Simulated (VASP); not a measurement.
# AlN (P6_3mc) in VASP: notebook, part 2 of 3

VASP 6.6.1.

### Step 3. Relaxation of cell and atoms, PBE

This run uses another cell than the first one, of 10.45 Å³/atom.

INCAR

```
PREC = Accurate
ENCUT = 600
EDIFF = 1E-7
ISMEAR = -1
SIGMA = 0.05
LREAL = F
LASPH = T
NELM = 80
ALGO = Normal
ISIF = 3
LWAVE = F
LCHARG = F
GGA = PE
IBRION = 2
NSW = 80
EDIFFG = -0.01
```

KPOINTS

```
regular mesh
0
Gamma
  10 10 6
```

POSCAR

```
AlN
1.0
    3.1130000000      0.0000000000      0.0000000000
   -1.5565000000      2.6959370820      0.0000000000
    0.0000000000      0.0000000000      4.9810000000
Al N
2 2
Direct
    0.6666666667      0.3333333333      0.5000000000
    0.3333333333      0.6666666667      0.0000000000
    0.6666666667      0.3333333333      0.8800000000
    0.3333333333      0.6666666667      0.3800000000
```

Potentials or basis: VASP PAW PBE potentials, release 64 (Al, N).

Launch:

```sh
$ cat potpaw_PBE.64/Al/POTCAR potpaw_PBE.64/N/POTCAR > POTCAR
$ mpirun -np 1 vasp_std > vasp.out
```

OUTCAR:

```text
PREC = Accurate
   ENCUT = 600
   EDIFF = 1E-7
   ISMEAR = -1
   LREAL = F
   LASPH = T
   NELM = 80
   ISIF = 3
   GGA = PE
   IBRION = 2
   NSW = 80
   EDIFFG = -0.01

 ion  position               nearest neighbor table
   1  0.667  0.333  0.500-   3 1.89   4 1.89   4 1.89   4 1.89   2 3.07   2 3.07   2 3.07   2 3.07
                             2 3.07   2 3.07
   2  0.333  0.667  0.000-   4 1.89   3 1.89   3 1.89   3 1.89   1 3.07   1 3.07   1 3.07   1 3.07
                             1 3.07   1 3.07
   3  0.667  0.333  0.880-   1 1.89   2 1.89   2 1.89   2 1.89
   4  0.333  0.667  0.380-   2 1.89   1 1.89   1 1.89   1 1.89

  LATTYP: Found a hexagonal cell.
 ALAT       =     3.1130000000
 C/A-ratio  =     1.6000642467

  Lattice vectors:

 A1 = (   3.1130000000,   0.0000000000,   0.0000000000)
 A2 = (  -1.5565000000,   2.6959370820,   0.0000000000)
 A3 = (   0.0000000000,   0.0000000000,   4.9810000000)

Analysis of symmetry for initial positions (statically):
=====================================================================
 Subroutine PRICEL returns:
 Original cell was already a primitive cell.

 Routine SETGRP: Setting up the symmetry group for a
 hexagonal supercell.

 Subroutine GETGRP returns: Found 12 space group operations
 (whereof  6 operations were pure point group operations)
 out of a pool of 24 trial point group operations.

The static configuration has the point symmetry C_3v.
 The point group associated with its full space group is C_6v.

Analysis of symmetry for dynamics (positions and initial velocities):
=====================================================================
 Subroutine PRICEL returns:
 Original cell was already a primitive cell.

 Routine SETGRP: Setting up the symmetry group for a
 hexagonal supercell.

 Subroutine GETGRP returns: Found 12 space group operations
 (whereof  6 operations were pure point group operations)
 out of a pool of 24 trial point group operations.

The dynamic configuration has the point symmetry C_3v.
 The point group associated with its full space group is C_6v.

 Subroutine INISYM returns: Found 12 space group operations
 (whereof  6 operations are pure point group operations),
 and found     1 'primitive' translations

----------------------------------------------------------------------------------------

                                     Primitive cell

  volume of cell :      41.8028

  direct lattice vectors                    reciprocal lattice vectors
     3.113000000  0.000000000  0.000000000     0.321233537  0.185464269  0.000000000
    -1.556500000  2.695937082  0.000000000     0.000000000  0.370928538  0.000000000
     0.000000000  0.000000000  4.981000000     0.000000000  0.000000000  0.200762899

  length of vectors
     3.113000000  3.113000000  4.981000000     0.370928538  0.370928538  0.200762899

  position of ions in fractional coordinates (direct lattice)
     0.666666667  0.333333333  0.500000000
     0.333333333  0.666666667  0.000000000
     0.666666667  0.333333333  0.880000000
     0.333333333  0.666666667  0.380000000

  ion indices of the primitive-cell ions
   primitive index   ion index
                 1           1
                 2           2
                 3           3
                 4           4

[... 63 lines left out ...]
   ISTART =      0    job   : 0-new  1-cont  2-samecut
   ICHARG =      2    charge: 1-file 2-atom 10-const
   ISPIN  =      1    spin polarized calculation?
   LNONCOLLINEAR =      F non collinear calculations
   LSORBIT =      F    spin-orbit coupling
   LASPH  =      T    aspherical Exc in radial PAW
   ENCUT  =  600.0 eV  44.10 Ry    6.64 a.u.   6.22  6.22  9.95*2*pi/ulx,y,z
   NELM   =     80;   NELMIN=  2; NELMDL= -5     # of ELM steps
   EDIFF  = 0.1E-06   stopping-criterion for ELM
   LREAL  =      F    real-space projection
   EDIFFG = -.1E-01   stopping-criterion for IOM
   NSW    =     80    number of steps for IOM
   IBRION =      2    ionic relax: 0-MD 1-quasi-New 2-CG
   NFREE  =      1    steps in history (QN), initial steepest desc. (CG)
   ISIF   =      3    stress and relaxation
   ISYM   =      2    0-nonsym 1-usesym 2-fastsym
   POTIM  = 0.5000    time-step for ionic-motion
   TEBEG  =    0.0;   TEEND  =   0.0 temperature during run
   PSTRESS=    0.0 pullay stress
   NELECT =      16.0000    total number of electrons
   NUPDOWN=      -1.0000    fix difference up-down
   EMIN   =  10.00;   EMAX   =-10.00  energy-range for DOS
   EFERMI =   0.00;   METHOD = LEGACY
   ISMEAR =    -1;   SIGMA  =   0.05  broadening in eV -4-tet -1-fermi 0-gaus
   EFERMI_NEDOS =   21; number of points for ismear=-14 and -15
   IALGO  =     38    algorithm
   IMIX   =      4    mixing-type and parameters
     AMIX     =   0.40;   BMIX     =  1.00
     AMIX_MAG =   1.60;   BMIX_MAG =  1.00
  volume/ion in A,a.u.               =      10.45        70.52
  Fermi-wavevector in a.u.,A,eV,Ry     =   1.188629  2.246183 19.222843  1.412839
  Thomas-Fermi vector in A             =   2.324754
   LORBIT       =      0    0 simple, 1 ext, 2 COOP (PROOUT), +10 PAW based schemes
   GGA     = PE    functional components
   LHFCALC =     F    Hartree Fock is set to
   AEXX    =    0.0000 exact exchange contribution
   IVDW    =     0    specifies the selected vdW correction
   LEPSILON=     F    determine dielectric tensor
   LRPA    =     F    only Hartree local field effects (RPA)
 conjugate gradient relaxation of ions
 non-spin polarized calculation
  energy-cutoff  :      600.00
  volume of cell :       41.80
 maximum number of plane-waves:      1412
 NGX is ok and might be reduce to    28
   NGX = 13   NGY = 13   NGZ = 19

--------------------------------------- Ionic step        1  -------------------------------------------

 number of electron      16.0000000 magnetization

 Free energy of the ion-electron system (eV)
  ---------------------------------------------------
  ext. energy  EPLUGINS =         0.00000000
  ---------------------------------------------------
  free energy    TOTEN  =       -29.77431305 eV

  energy without entropy =      -29.77431305  energy(sigma->0) =      -29.77431305

------------------------ aborting loop because EDIFF is reached ----------------------------------------

  FORCE on cell =-STRESS in cart. coord.  units (eV):
  Direction    XX          YY          ZZ          XY          YZ          ZX
  --------------------------------------------------------------------------------------
  -------------------------------------------------------------------------------------
  Total        0.7261140      0.7261140      1.1581482      0.0000000      0.0000000      0.0000000
  in kB       27.8297920     27.8297920     44.3883792      0.0000000      0.0000000      0.0000000
  external PRESSURE =      33.3493211 kB  Pullay stress =       0.0000000 kB
[... 63 lines left out ...]
--------------------------------------- Ionic step        3  -------------------------------------------

 number of electron      15.9999999 magnetization

 Free energy of the ion-electron system (eV)
  ---------------------------------------------------
  ext. energy  EPLUGINS =         0.00000000
  ---------------------------------------------------
  free energy    TOTEN  =       -29.78262314 eV

  energy without entropy =      -29.78262314  energy(sigma->0) =      -29.78262314

 E-fermi :   6.9370     XC(G=0): -10.8355

 val. band max:        5.9766366432   @ k =   0.0000   0.0000   0.0000
 cond. band min:      10.0415481792   @ k =   0.0000   0.0000   0.0000
 fundamental gap:      4.0649115360
 Fermi energy:         6.9369754454

 k-point     1 :       0.0000    0.0000    0.0000
  band No.  band energies     occupation
      1      -9.0970      2.00000
      2      -7.0118      2.00000
      3       0.0646      2.00000
      4       5.1410      2.00000
      5       5.1410      2.00000
      6       5.7818      2.00000
      7       5.7818      2.00000
      8       5.9766      2.00000
      9      10.0415      0.00000
     10      12.5147      0.00000
     11      16.4475      0.00000
     12      17.0311      0.00000
[... 331 lines left out ...]
 k-point    24 :       0.4000    0.1000    0.1667
  band No.  band energies     occupation
      1      -7.1584      2.00000
      2      -6.5158      2.00000
      3       0.6429      2.00000
      4       1.6292      2.00000
      5       2.9579      2.00000
      6       3.7252      2.00000
      7       4.5883      2.00000
      8       4.9103      2.00000
      9      11.4824      0.00000
     10      12.3826      0.00000
     11      14.6969      0.00000
     12      15.6379      0.00000

 [... further k-points ...]

------------------------ aborting loop because EDIFF is reached ----------------------------------------

  FORCE on cell =-STRESS in cart. coord.  units (eV):
  Direction    XX          YY          ZZ          XY          YZ          ZX
  --------------------------------------------------------------------------------------
  -------------------------------------------------------------------------------------
  Total        0.0147476      0.0147476     -0.0279337      0.0000000      0.0000000      0.0000000
  in kB        0.5559781      0.5559781     -1.0530872      0.0000000      0.0000000      0.0000000
  external PRESSURE =       0.0196230 kB  Pullay stress =       0.0000000 kB
[... 19 lines left out ...]
  FREE ENERGIE OF THE ION-ELECTRON SYSTEM (eV)
  ---------------------------------------------------
  free  energy   TOTEN  =       -29.7826231387 eV

  energy  without entropy=      -29.7826231386  energy(sigma->0) =      -29.78262314

 reached required accuracy - stopping structural energy minimisation
```

CONTCAR:

```text
AlN
   1.00000000000000
     3.1273375790583771    0.0000000000000000    0.0000000000000000
    -1.5636687895291885    2.7083537896935854   -0.0000000000000000
     0.0000000000000000    0.0000000000000000    5.0175908564095648
  Al              N
     2     2
Direct
     0.6666666667000030    0.3333333332999970    0.4993351217634697
     0.3333333332999970    0.6666666667000030    0.9993351217634697
     0.6666666667000030    0.3333333332999970    0.8806648782365328
     0.3333333332999970    0.6666666667000030    0.3806648782365328

  0.00000000E+00  0.00000000E+00  0.00000000E+00
  0.00000000E+00  0.00000000E+00  0.00000000E+00
  0.00000000E+00  0.00000000E+00  0.00000000E+00
  0.00000000E+00  0.00000000E+00  0.00000000E+00
```

Run time: 2.3 min. Hardware: 1 thread of Intel Xeon 8259CL, shared host; peak memory 0.19 GiB.

Results:

```yaml
Free_energy: -29.7826 eV
Relaxed_volume: 10.62 Å³/atom
Relaxed_cell: a = 3.127 Å, b = 3.127 Å, c = 5.018 Å, α = 90.00°, β = 90.00°, γ = 120.00°
Space_group_after_relaxing_to_0.1_Å: P6_3mc (No. 186)
Energy_gained_by_relaxing: 2.1 meV/atom
Ionic_steps: 3
Pressure_after_relaxing: 0.0 GPa
Largest_force_after_relaxing: 0.003 eV/Å
Band_gap_on_the_k_mesh: 4.06 eV
```

Forces in eV/Å, atoms in the order of the input:
```
Al   0.000  0.000 -0.003
Al   0.000  0.000 -0.003
N    0.000  0.000  0.003
N    0.000  0.000  0.003
```

The path:
```
step  energy change (eV)  largest force (eV/Å)  pressure (GPa)  volume (Å³)
   1              0.0000                0.1289            3.33        41.80
   2             -0.0018                0.0913           -2.78        43.13
   3             -0.0083                0.0034            0.00        42.50
```

Final structure:
```
Al N
1.0
     3.12734    0.00000    0.00000
    -1.56367    2.70835    0.00000
     0.00000    0.00000    5.01759
Al N
2 2
Direct
  0.66667 0.33333 0.49934
  0.33333 0.66667 0.99934
  0.66667 0.33333 0.88066
  0.33333 0.66667 0.38066
```

### Step 4. Relaxation of cell and atoms, PBE, target pressure 5 GPa, at which the enthalpy is minimised

This run uses another cell than the first one, of 10.45 Å³/atom.

INCAR

```
SYSTEM = AlN
PREC = Accurate
ENCUT = 600
EDIFF = 1E-6
ISMEAR = -1
SIGMA = 0.05
LREAL = .False.
LASPH = .True.
NELM = 60
ALGO = Normal
ISIF = 3
LWAVE = .False.
LCHARG = .False.
GGA = PE
IBRION = 2
NSW = 80
EDIFFG = -0.01
PSTRESS = 50.0
```

KPOINTS

```
Automatic mesh
0
Gamma
  10 10 6
  0 0 0
```

POSCAR is that of step 3.

Launch:

```sh
$ cat potpaw_PBE.64/Al/POTCAR potpaw_PBE.64/N/POTCAR > POTCAR
$ mpirun -np 1 vasp_std > vasp.out
```

Wall time 2.5 min (1 thread of Intel Xeon 8259CL, shared host); peak memory 0.19 GiB.

The run converged. Its results:

```yaml
Free_energy: -29.7665 eV
Relaxed_volume: 10.36 Å³/atom
Relaxed_cell: a = 3.103 Å, b = 3.103 Å, c = 4.972 Å, α = 90.00°, β = 90.00°, γ = 120.00°
Space_group_after_relaxing_to_0.1_Å: P6_3mc (No. 186)
Energy_change_on_relaxing_the_run_minimises_the_enthalpy: +1.9 meV/atom
Ionic_steps: 5
Pressure_after_relaxing: 5.1 GPa
Largest_force_after_relaxing: 0.007 eV/Å
Band_gap_on_the_k_mesh: 4.28 eV
```

Forces on the atoms (eV/Å):
```
Al   0.000  0.000 -0.007
Al   0.000  0.000 -0.007
N    0.000  0.000  0.007
N    0.000  0.000  0.007
```

Stress tensor (GPa, compression positive):
```
5.15 0.00 0.00
0.00 5.15 0.00
0.00 0.00 4.91
```

The path:
```
step  energy change (eV)  largest force (eV/Å)  pressure (GPa)  volume (Å³)
   1              0.0000                0.1289            3.35        41.80
   2              0.0200                0.0916            6.73        41.15
   3              0.0075                0.0163            4.99        41.47
   4              0.0077                0.0137            5.05        41.46
   5              0.0078                0.0070            5.07        41.45
```

Final structure:
```yaml
crystal:
  lattice:
    - [3.10273, 0.00000, 0.00000]
    - [-1.55137, 2.68705, 0.00000]
    - [0.00000, 0.00000, 4.97229]
  atoms:
    - { symbol: Al, position: [0.66667, 0.33333, 0.49918] }
    - { symbol: Al, position: [0.33333, 0.66667, 0.99918] }
    - { symbol: N, position: [0.66667, 0.33333, 0.88082] }
    - { symbol: N, position: [0.33333, 0.66667, 0.38082] }
```

Levels at points of the mesh, in eV from the valence-band top:
| k point | band 4 | band 5 | band 6 | band 7 | band 8 | band 9 | band 10 | band 11 | band 12 |
| --- | --- | --- | --- | --- | --- | --- | --- | --- | --- |
| (0.00, 0.00, 0.00) | -0.86 | -0.86 | -0.21 | -0.21 | 0.00 | 4.28 | 6.74 | 10.67 | 11.22 |
| (0.50, 0.00, 0.00) | -4.18 | -3.36 | -2.09 | -1.78 | -0.69 | 5.82 | 5.85 | 8.25 | 10.34 |
| (0.00, 0.00, 0.50) | -3.34 | -0.55 | -0.55 | -0.55 | -0.55 | 6.54 | 6.54 | 10.38 | 10.38 |
| (0.50, 0.00, 0.50) | -5.63 | -1.47 | -1.47 | -1.37 | -1.37 | 5.34 | 5.34 | 9.31 | 9.31 |

Caveat: the cell is relaxed towards a set pressure, so the run minimises the enthalpy, not the energy. A k mesh can miss the band edges.

(Part 2 of 3 ends here.)
